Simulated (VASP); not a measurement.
# BeTe in VASP: single point with PBEsol

Aim: the single point of BeTe with PBEsol.

All numbers are computed with VASP 6.6.1; they aren't measurements. Logs are shortened: lines on timing, memory, paths and dates and some standing lists are left out, and cuts for length are marked.

### 1 The cell of the first run

The cell holds a wire with vacuum, 4 atoms: a = 11.300 Å, b = 9.300 Å, c = 4.369 Å, α = 90.00°, β = 90.00°, γ = 90.00°.

### 2 Single point, PBEsol, collinear spin, ferromagnetic start

Contents of INCAR:

```
SYSTEM = BeTe
  PREC = Accurate
  ENCUT = 520
  EDIFF = 1E-6
  ISMEAR = 0
  SIGMA = 0.05
  LREAL = .FALSE.
  LASPH = .TRUE.
  NELM = 150
  ALGO = Normal
  ISIF = 2
  LWAVE = .FALSE.
  LCHARG = .FALSE.
  ISPIN = 2
  MAGMOM = 0.5 0.5 0.5 0.5
  LORBIT = 11
  GGA = PS
  NBANDS = 20
```

Contents of KPOINTS:

```
Automatic mesh
0
G
  1 1 15
  0 0 0
```

Contents of POSCAR:

```
BeTe
1.0
   11.3000000000      0.0000000000      0.0000000000
    0.0000000000      9.3000000000      0.0000000000
    0.0000000000      0.0000000000      4.3692314305
Be Te
2 2
Direct
    0.3985023672      0.5000000000      0.0000000000
    0.6014976328      0.5000000000      0.5000000000
    0.3985023672      0.5000000000      0.5000000000
    0.6014976328      0.5000000000      0.0000000000
```

Potentials or basis: VASP PAW PBE potentials, release 64 (Be, Te).

On the command line:

```bash
$ cat potpaw_PBE.64/Be/POTCAR potpaw_PBE.64/Te/POTCAR > POTCAR
$ mpirun -np 1 vasp_std > vasp.out
```

OUTCAR:

```text
SYSTEM = BeTe
   PREC = Accurate
   ENCUT = 520
   EDIFF = 1E-6
   ISMEAR = 0
   LREAL = .FALSE.
   LASPH = .TRUE.
   NELM = 150
   ISIF = 2
   ISPIN = 2
   LORBIT = 11
   GGA = PS

 ion  position               nearest neighbor table
   1  0.399  0.500  0.000-   3 2.18   3 2.18   4 2.29
   2  0.601  0.500  0.500-   4 2.18   4 2.18   3 2.29
   3  0.399  0.500  0.500-   1 2.18   1 2.18   2 2.29   4 3.17   4 3.17
   4  0.601  0.500  0.000-   2 2.18   2 2.18   1 2.29   3 3.17   3 3.17

  LATTYP: Found a simple orthorhombic cell.
 ALAT       =     4.3692314305
 B/A-ratio  =     2.1285208046
 C/A-ratio  =     2.5862672142

  Lattice vectors:

 A1 = (   0.0000000000,   0.0000000000,  -4.3692314305)
 A2 = (   0.0000000000,   9.3000000000,   0.0000000000)
 A3 = (  11.3000000000,   0.0000000000,   0.0000000000)

Analysis of symmetry for initial positions (statically):
=====================================================================
 Subroutine PRICEL returns:
 Original cell was already a primitive cell.

 Routine SETGRP: Setting up the symmetry group for a
 simple orthorhombic supercell.

 Subroutine GETGRP returns: Found  8 space group operations
 (whereof  4 operations were pure point group operations)
 out of a pool of  8 trial point group operations.

The static configuration has the point symmetry C_2v.
 The point group associated with its full space group is D_2h.

Analysis of symmetry for dynamics (positions and initial velocities):
=====================================================================
 Subroutine PRICEL returns:
 Original cell was already a primitive cell.

 Routine SETGRP: Setting up the symmetry group for a
 simple orthorhombic supercell.

 Subroutine GETGRP returns: Found  8 space group operations
 (whereof  4 operations were pure point group operations)
 out of a pool of  8 trial point group operations.

The dynamic configuration has the point symmetry C_2v.
 The point group associated with its full space group is D_2h.

Analysis of structural, dynamic, and magnetic symmetry:
=====================================================================
 Subroutine PRICEL returns:
 Original cell was already a primitive cell.

 Routine SETGRP: Setting up the symmetry group for a
 simple orthorhombic supercell.

 Subroutine GETGRP returns: Found  8 space group operations
 (whereof  4 operations were pure point group operations)
 out of a pool of  8 trial point group operations.

The overall configuration has the point symmetry C_2v.
 The point group associated with its full space group is D_2h.

 Subroutine INISYM returns: Found  8 space group operations
[... 114 lines left out ...]
   LRPA    =     F    only Hartree local field effects (RPA)
 spin polarized calculation
 Gauss-broadening in eV      SIGMA  =   0.05
  energy-cutoff  :      520.00
  volume of cell :      459.16
 maximum number of plane-waves:     12370
   NGX = 43   NGY = 35   NGZ = 17

 number of electron      16.0000001 magnetization       0.0000435

 number of electron      16.0000001 magnetization      -0.0000039

 Free energy of the ion-electron system (eV)
  ---------------------------------------------------
  ext. energy  EPLUGINS =         0.00000000
  ---------------------------------------------------
  free energy    TOTEN  =       -12.36072553 eV

  energy without entropy =      -12.36072553  energy(sigma->0) =      -12.36072553

 E-fermi :  -3.0363     XC(G=0):  -2.7279

 val. band max:       -3.2760033982   @ k =   0.0000   0.0000   0.2667
 cond. band min:      -0.9551629860   @ k =   0.0000   0.0000   0.4000
 fundamental gap:      2.3208404122
 Fermi energy:        -3.0363246498

 spin component 1

 k-point     1 :       0.0000    0.0000    0.0000
  band No.  band energies     occupation
      1     -15.4658      1.00000
      2     -12.9461      1.00000
      3      -7.9980      1.00000
      4      -6.6791      1.00000
      5      -6.0579      1.00000
      6      -5.5643      1.00000
[... 160 lines left out ...]
      6      -4.4178      1.00000
[... 12 lines left out ...]
     19       4.0652      0.00000
     20       4.1947      0.00000
 Fermi energy:        -3.0363246498

 spin component 2

 k-point     1 :       0.0000    0.0000    0.0000
  band No.  band energies     occupation
      1     -15.4658      1.00000
      2     -12.9461      1.00000
      3      -7.9980      1.00000
      4      -6.6791      1.00000
      5      -6.0579      1.00000
      6      -5.5643      1.00000
[... 173 lines left out ...]
     19       4.0667      0.00000
     20       4.1979      0.00000

------------------------ aborting loop because EDIFF is reached ----------------------------------------

  FORCE on cell =-STRESS in cart. coord.  units (eV):
  Direction    XX          YY          ZZ          XY          YZ          ZX
  --------------------------------------------------------------------------------------
  -------------------------------------------------------------------------------------
  Total        5.2750780      0.0367813     14.7829267      0.0000000      0.0000000      0.0000000
  in kB       18.4065767      0.1283426     51.5827588      0.0000000      0.0000000      0.0000000
  external PRESSURE =      23.3725593 kB  Pullay stress =       0.0000000 kB

 VOLUME and BASIS-vectors are now :
 -----------------------------------------------------------------------------
  energy-cutoff  :      520.00
  volume of cell :      459.16
      direct lattice vectors                 reciprocal lattice vectors
    11.300000000  0.000000000  0.000000000     0.088495575  0.000000000  0.000000000
     0.000000000  9.300000000  0.000000000     0.000000000  0.107526882  0.000000000
     0.000000000  0.000000000  4.369231431     0.000000000  0.000000000  0.228873205

 POSITION                                       TOTAL-FORCE (eV/Angst)
 -----------------------------------------------------------------------------------
      4.50308      4.65000      0.00000        -0.211903      0.000000      0.000000
      6.79692      4.65000      2.18462         0.211903      0.000000      0.000000
      4.50308      4.65000      2.18462        -2.092289      0.000000      0.000000
      6.79692      4.65000      0.00000         2.092289      0.000000      0.000000
 -----------------------------------------------------------------------------------
    total drift:                                0.000000     -0.000000      0.000000

  FREE ENERGIE OF THE ION-ELECTRON SYSTEM (eV)
  ---------------------------------------------------
  free  energy   TOTEN  =       -12.3607255275 eV

  energy  without entropy=      -12.3607255275  energy(sigma->0) =      -12.36072553

 total charge

# of ion       s       p       d       tot
------------------------------------------
    1        0.436   0.632   0.000   1.069
    2        0.436   0.632   0.000   1.069
    3        1.346   2.224   0.045   3.615
    4        1.346   2.224   0.045   3.615
--------------------------------------------------
tot          3.565   5.712   0.091   9.367

 magnetization (x)

# of ion       s       p       d       tot
------------------------------------------
    1        0.000   0.000   0.000   0.000
    2        0.000   0.000   0.000   0.000
    3       -0.000  -0.000   0.000  -0.000
    4       -0.000  -0.000   0.000  -0.000
--------------------------------------------------
tot         -0.000  -0.000   0.000  -0.000
```

OSZICAR:

```text
N       E                     dE             d eps       ncg     rms          rms(c)
DAV:   1     0.913382632933E+02    0.91338E+02   -0.39291E+03   640   0.492E+02
DAV:   2    -0.800040401121E+00   -0.92138E+02   -0.81674E+02   964   0.913E+01
[... 16 lines left out ...]
DAV:  19    -0.123606884748E+02   -0.12738E-03   -0.15903E-05   656   0.137E-02    0.364E-03
DAV:  20    -0.123607105645E+02   -0.22090E-04   -0.18436E-06   656   0.561E-03    0.216E-03
DAV:  21    -0.123607155010E+02   -0.49364E-05   -0.48285E-07   644   0.218E-03    0.572E-04
DAV:  22    -0.123607228289E+02   -0.73279E-05   -0.43657E-07   552   0.232E-03    0.634E-04
DAV:  23    -0.123607245661E+02   -0.17372E-05   -0.14146E-07   580   0.123E-03    0.229E-04
DAV:  24    -0.123607255275E+02   -0.96139E-06   -0.57773E-08   560   0.807E-04
   1 F= -.12360726E+02 E0= -.12360726E+02  d E =-.394913E-12  mag=     0.0000
```

Run time: 3.9 min. Hardware: 1 thread of AMD EPYC 7R13 (Zen 3), shared host; peak memory 0.61 GiB.

What came out:

```yaml
Free_energy: -12.3607 eV
Largest_force: 2.092 eV/Å
Band_gap_on_the_k_mesh: 2.32 eV, indirect (least direct gap 2.39 eV)
Net_moment: 0.00 μB per cell
Valence_electrons_inside_the_program's_atomic_spheres: Be 1.07; Te 3.62
```

Forces on the atoms (eV/Å):
```
Be  -0.212  0.000  0.000
Be   0.212  0.000  0.000
Te  -2.092  0.000  0.000
Te   2.092  0.000  0.000
```

Caveat: the PAW data sets were made with another functional, which shifts forces and pressure a little; spin-orbit coupling is left out, which moves the levels of the heavy elements.
